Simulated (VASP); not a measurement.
# Ta2H (Pmm2) in VASP: notebook, part 2 of 2

VASP 6.6.1. The steps go on from the part before.

### Step 4. Single point, PBEsol (uniaxial strain along a: +6.0 %, then relaxed in part)

The input, INCAR:

```
PREC = Accurate
ENCUT = 520
EDIFF = 1E-6
ISMEAR = 0
SIGMA = 0.1
LREAL = F
LASPH = T
NELM = 60
ALGO = Normal
ISIF = 2
LWAVE = F
LCHARG = F
GGA = PS
NBANDS = 18
```

The input, KPOINTS:

```
regular mesh
0
Gamma
  12 12 12
```

The input, POSCAR:

```
Ta2H
1.0
    3.5476006304      0.0000000000      0.0000000000
    0.0000000000      3.2665503074      0.0000000000
    0.0000000000      0.0000000000      3.3242892007
Ta H
2 1
Direct
    0.5000000000      0.0000000000      0.7569256974
    0.0000000000      0.5000000000      0.2721966593
    0.0000000000      0.0000000000     -0.0291223566
```

Potentials or basis: VASP PAW PBE potentials, release 64 (Ta_pv, H).

Command:

```
$ cat potpaw_PBE.64/Ta_pv/POTCAR potpaw_PBE.64/H/POTCAR > POTCAR
$ mpirun -np 1 vasp_std > vasp.out
```

OUTCAR:

```text
PREC = Accurate
   ENCUT = 520
   EDIFF = 1E-6
   ISMEAR = 0
   LREAL = F
   LASPH = T
   NELM = 60
   ISIF = 2
   GGA = PS

 ion  position               nearest neighbor table
   1  0.500  0.000  0.757-   3 1.91   3 1.91   2 2.90   2 2.90   2 2.90   2 2.90   2 2.96   2 2.96
                             2 2.96   2 2.96
   2  0.000  0.500  0.272-   3 1.92   3 1.92   1 2.90   1 2.90   1 2.90   1 2.90   1 2.96   1 2.96
                             1 2.96   1 2.96
   3  0.000  0.000  0.971-   1 1.91   1 1.91   2 1.92   2 1.92

  LATTYP: Found a simple orthorhombic cell.
 ALAT       =     3.2665503074
 B/A-ratio  =     1.0176758010
 C/A-ratio  =     1.0860388779

  Lattice vectors:

 A1 = (   0.0000000000,   3.2665503074,   0.0000000000)
 A2 = (   0.0000000000,   0.0000000000,   3.3242892007)
 A3 = (   3.5476006304,   0.0000000000,   0.0000000000)

Analysis of symmetry for initial positions (statically):
=====================================================================
 Subroutine PRICEL returns:
 Original cell was already a primitive cell.

[... 171 lines left out ...]

 E-fermi :   5.3291     XC(G=0): -12.6391

 val. band max:        5.3279494219   @ k =   0.1667   0.0833   0.5000
 cond. band min:       5.3336558521   @ k =   0.1667   0.5000   0.0833
 fundamental gap:      0.0057064301
 Fermi energy:         5.3291371510

 k-point     1 :       0.0000    0.0000    0.0000
  band No.  band energies     occupation
      1     -28.8643      2.00000
      2     -28.6947      2.00000
      3     -28.6716      2.00000
      4     -28.0705      2.00000
      5     -28.0415      2.00000
      6     -28.0389      2.00000
[... 481 lines left out ...]
      5     -28.1531      2.00000
      6     -28.0752      2.00000
[... 10 lines left out ...]
     17      11.3073      0.00000
     18      11.8401      0.00000

 [... further k-points ...]

------------------------ aborting loop because EDIFF is reached ----------------------------------------

  FORCE on cell =-STRESS in cart. coord.  units (eV):
  Direction    XX          YY          ZZ          XY          YZ          ZX
  --------------------------------------------------------------------------------------
  -------------------------------------------------------------------------------------
  Total       -2.2608353      0.0366068      0.0298174      0.0000000      0.0000000      0.0000000
  in kB      -94.0278760      1.5224733      1.2401037      0.0000000      0.0000000      0.0000000
  external PRESSURE =     -30.4217663 kB  Pullay stress =       0.0000000 kB

 VOLUME and BASIS-vectors are now :
 -----------------------------------------------------------------------------
  energy-cutoff  :      520.00
  volume of cell :       38.52
      direct lattice vectors                 reciprocal lattice vectors
     3.547600630  0.000000000  0.000000000     0.281880658  0.000000000  0.000000000
     0.000000000  3.266550307  0.000000000     0.000000000  0.306133354  0.000000000
     0.000000000  0.000000000  3.324289201     0.000000000  0.000000000  0.300816186

 POSITION                                       TOTAL-FORCE (eV/Angst)
 -----------------------------------------------------------------------------------
      1.77380      0.00000      2.51624         0.000000      0.000000     -0.013072
      0.00000      1.63328      0.90486         0.000000      0.000000      0.015257
      0.00000      0.00000      3.22748         0.000000      0.000000     -0.002185
 -----------------------------------------------------------------------------------
    total drift:                                0.000000      0.000000     -0.000057

  FREE ENERGIE OF THE ION-ELECTRON SYSTEM (eV)
  ---------------------------------------------------
  free  energy   TOTEN  =       -28.7909106702 eV

  energy  without entropy=      -28.7841517739  energy(sigma->0) =      -28.78753122
```

OSZICAR:

```text
N       E                     dE             d eps       ncg     rms          rms(c)
DAV:   1     0.168831934041E+03    0.16883E+03   -0.12593E+04 12348   0.127E+03
DAV:   2    -0.259436612639E+02   -0.19478E+03   -0.19172E+03 14718   0.368E+02
DAV:   3    -0.302690493746E+02   -0.43254E+01   -0.42696E+01 15214   0.511E+01
DAV:   4    -0.303021007524E+02   -0.33051E-01   -0.32987E-01 14300   0.451E+00
DAV:   5    -0.303023241926E+02   -0.22344E-03   -0.22342E-03 14278   0.362E-01    0.218E+01
DAV:   6    -0.290914209781E+02    0.12109E+01   -0.15755E+00 13858   0.101E+01    0.102E+01
DAV:   7    -0.287971533513E+02    0.29427E+00   -0.10769E+00 14780   0.780E+00    0.685E-01
DAV:   8    -0.287914637710E+02    0.56896E-02   -0.29503E-02 13378   0.147E+00    0.377E-01
DAV:   9    -0.287909587313E+02    0.50504E-03   -0.23401E-03 15188   0.536E-01    0.123E-01
DAV:  10    -0.287909152857E+02    0.43446E-04   -0.43070E-04 13876   0.165E-01    0.641E-02
DAV:  11    -0.287909123992E+02    0.28864E-05   -0.61943E-05 13320   0.702E-02    0.117E-02
DAV:  12    -0.287909109070E+02    0.14922E-05   -0.29893E-06 12140   0.176E-02    0.275E-03
DAV:  13    -0.287909106702E+02    0.23685E-06   -0.33802E-07  6632   0.526E-03
   1 F= -.28790911E+02 E0= -.28787531E+02  d E =-.675890E-02
```

stdout:

```text
POSCAR found type information on POSCAR TaH
 POSCAR found :  2 types and       3 ions
 scaLAPACK will be used
 -----------------------------------------------------------------------------
|                                                                             |
|                                                                             |
|     You enforced a specific xc type in the INCAR file but a different       |
|     I HOPE YOU KNOW WHAT YOU ARE DOING!                                     |
|                                                                             |
 -----------------------------------------------------------------------------

 LDA part: xc-table for (Slater+PW92), standard interpolation
 POSCAR, INCAR and KPOINTS ok, starting setup
 FFT: planning ... GRIDC
 FFT: planning ... GRID_SOFT
 FFT: planning ... GRID
 WAVECAR not read
 entering main loop
```

Wall time 4.7 min (1 thread of Oxide Virtual Turin-like, shared host); peak memory 0.29 GiB.

What came out:

| Quantity | Value |
| --- | --- |
| Free energy | -28.7909 eV |
| Pressure | -3.0 GPa |
| Largest force | 0.015 eV/Å |

Forces in eV/Å, atoms in the order of the input:
```
Ta   0.000  0.000 -0.013
Ta   0.000  0.000  0.015
H    0.000  0.000 -0.002
```

Stress tensor (GPa, compression positive):
```
-9.40  0.00  0.00
 0.00  0.15  0.00
 0.00  0.00  0.12
```

Levels at points of the mesh, in eV from the Fermi level:
```csv
k point,band 9,band 10,band 11,band 12,band 13,band 14,band 15,band 16
"(0.00, 0.00, 0.00)",-3.71,0.01,0.34,0.92,2.75,3.58,5.28,5.84
"(0.50, 0.00, 0.00)",-1.60,-1.06,0.07,1.14,1.34,1.42,2.69,2.73
"(0.00, 0.50, 0.00)",-1.66,-0.91,-0.12,0.28,0.41,1.21,2.32,2.74
"(0.50, 0.50, 0.00)",-4.42,-1.25,-0.68,1.20,2.43,2.91,4.31,4.57
"(0.00, 0.00, 0.50)",-1.91,-1.30,0.07,0.62,0.68,1.42,2.56,2.91
"(0.50, 0.00, 0.50)",-1.61,-1.59,-1.07,0.92,2.30,2.52,4.24,4.30
"(0.00, 0.50, 0.50)",-2.39,-2.12,0.06,1.31,3.81,3.98,4.65,4.83
"(0.50, 0.50, 0.50)",-1.52,-1.50,-1.42,-1.09,3.23,4.05,4.74,4.90
```

Caveat: the cell differs from its parent crystal (uniaxial strain along a: +6.0 %, then relaxed in part); the PAW data sets were made with another functional, which shifts forces and pressure a little; spin-orbit coupling is left out, which moves the levels of the heavy elements.

### Step 5. Single point, PBEsol (uniaxial strain along a: +6.0 %)

The input, INCAR:

```
SYSTEM = Ta2H
  ALGO = Normal
  EDIFF = 1E-6
  ENCUT = 520
  GGA = PS
  ISIF = 2
  ISMEAR = 0
  LASPH = .TRUE.
  LCHARG = .TRUE.
  LELF = .TRUE.
  LREAL = .FALSE.
  LVHAR = .TRUE.
  LWAVE = .FALSE.
  NBANDS = 18
  NELM = 80
  PREC = Accurate
  SIGMA = 0.1
```

The input, KPOINTS:

```
k-points
0
G
  12 12 12
  0 0 0
```

The input, POSCAR:

```
Ta2H
1.0
    3.5476006304      0.0000000000      0.0000000000
    0.0000000000      3.2965911519      0.0000000000
    0.0000000000      0.0000000000      3.3420705311
Ta H
2 1
Direct
    0.5000000000      0.0000000000      0.7508938740
    0.0000000000      0.5000000000      0.2681164706
    0.0000000000      0.0000000000     -0.0190103446
```

Command:

```
$ cat potpaw_PBE.64/Ta_pv/POTCAR potpaw_PBE.64/H/POTCAR > POTCAR
$ mpirun -np 1 vasp_std > vasp.out
```

Run time: 7.2 min. Hardware: 1 thread of Oxide Virtual Turin-like, shared host; peak memory 0.3 GiB.

It converged, with:

- Free energy: -28.7840 eV
- Pressure: -5.9 GPa
- Largest force: 0.122 eV/Å

Forces in eV/Å, atoms in the order of the input:
```
Ta   0.000  0.000  0.098
Ta   0.000  0.000  0.024
H    0.000  0.000 -0.122
```

Stress tensor (GPa, compression positive):
```
-12.58   0.00   0.00
  0.00  -2.54   0.00
  0.00   0.00  -2.51
```

Levels at points of the mesh, in eV from the Fermi level:
| k point | band 8 | band 9 | band 10 | band 11 | band 12 | band 13 | band 14 | band 15 | band 16 | band 17 |
| --- | --- | --- | --- | --- | --- | --- | --- | --- | --- | --- |
| (0.00, 0.00, 0.00) | -4.95 | -3.65 | 0.06 | 0.34 | 0.85 | 2.74 | 3.58 | 5.08 | 5.75 | 5.99 |
| (0.50, 0.00, 0.00) | -4.08 | -1.58 | -1.03 | 0.05 | 1.10 | 1.33 | 1.35 | 2.63 | 2.83 | 3.16 |
| (0.00, 0.50, 0.00) | -3.71 | -1.58 | -0.87 | -0.16 | 0.32 | 0.47 | 1.21 | 2.29 | 2.73 | 4.46 |
| (0.50, 0.50, 0.00) | -4.48 | -4.38 | -1.22 | -0.64 | 1.15 | 2.50 | 2.92 | 4.16 | 4.43 | 6.50 |
| (0.00, 0.00, 0.50) | -4.07 | -1.84 | -1.28 | 0.09 | 0.66 | 0.67 | 1.36 | 2.49 | 2.90 | 4.14 |
| (0.50, 0.00, 0.50) | -4.19 | -1.58 | -1.39 | -1.11 | 0.88 | 2.39 | 2.54 | 4.20 | 4.23 | 6.62 |
| (0.00, 0.50, 0.50) | -4.06 | -2.31 | -2.01 | -0.17 | 1.25 | 3.73 | 3.84 | 4.53 | 4.69 | 6.88 |
| (0.50, 0.50, 0.50) | -1.50 | -1.49 | -1.48 | -1.42 | -1.08 | 3.31 | 4.04 | 4.62 | 4.78 | 5.79 |

Caveat: the cell differs from its parent crystal (uniaxial strain along a: +6.0 %); the PAW data sets were made with another functional, which shifts forces and pressure a little; spin-orbit coupling is left out, which moves the levels of the heavy elements.

### Step 6. The runs side by side

| cell | gap on the mesh (eV) | pressure (GPa) | largest force (eV/Å) |
| --- | --- | --- | --- |
| a = 3.146, b = 3.452, c = 3.449 Å, 3 atoms | none | 4.2 | 0.01 |
| a = 3.146, b = 3.397, c = 3.444 Å, 3 atoms | none | 8.6 | 0.15 |
| a = 3.548, b = 3.267, c = 3.324 Å, 3 atoms | none | -3.0 | 0.02 |
| a = 3.548, b = 3.297, c = 3.342 Å, 3 atoms | none | -5.9 | 0.12 |

Alike in all rows: task single point; level PBEsol; potentials or basis VASP PAW PBE potentials, release 64 (Ta_pv, H); no spin polarisation; k mesh 12 × 12 × 12; cutoff (eV) 520; smearing gaussian 0.1 eV.

Caveats: the PAW data sets were made with another functional, which shifts forces and pressure a little; spin-orbit coupling is left out, which moves the levels of the heavy elements.

Total energies depend on the potentials used, so only differences within one code and one set of settings carry meaning.
